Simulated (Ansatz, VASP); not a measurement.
## Mg5Se: VASP beside Ansatz

```
CELL_PARAMETERS angstrom
-4.56095 4.56095 2.41818
4.56095 -4.56095 2.41818
4.56095 4.56095 -2.41818
ATOMIC_POSITIONS crystal
Mg 0.50000 0.83157 0.33157
Mg 0.50000 0.16843 0.66843
Mg 0.83157 0.50000 0.33157
Mg 0.16843 0.50000 0.66843
Mg 0.50000 0.50000 0.00000
Se 0.00000 0.00000 0.00000
```

Alike in both runs: task relaxation of cell and atoms; functional PBE; k mesh 10 × 10 × 10; occupations gaussian, width 0.1 eV; no spin polarisation.

|  | VASP | Ansatz |
| --- | --- | --- |
| version | VASP 6.6.1 | Ansatz 0.2.0 |
| potentials or method | VASP PAW PBE potentials, release 64 (Mg, Se), cutoff 600 eV | scalar-relativistic, plane waves, PAW |
| valence electrons in the cell | 16 | 66 |

Ansatz gave:

- gap on the k mesh at the Fermi level, each at its own relaxed structure (eV): none
- relaxed volume (Å³/atom): 33.67
- relaxed length of the cell vector where the two differ most in proportion (Å): 6.898

**Question.** Which values does VASP return?

**Answer.** gap on the k mesh at the Fermi level, each at its own relaxed structure (eV): none; relaxed volume (Å³/atom): 33.59; relaxed length of the cell vector where the two differ most in proportion (Å): 6.891.

A gap of «none» marks a metal or a gap that the smearing closes. VASP's potentials hold 16 valence electrons a cell and Ansatz's 66, so a difference there can come from the potentials and not from the codes.
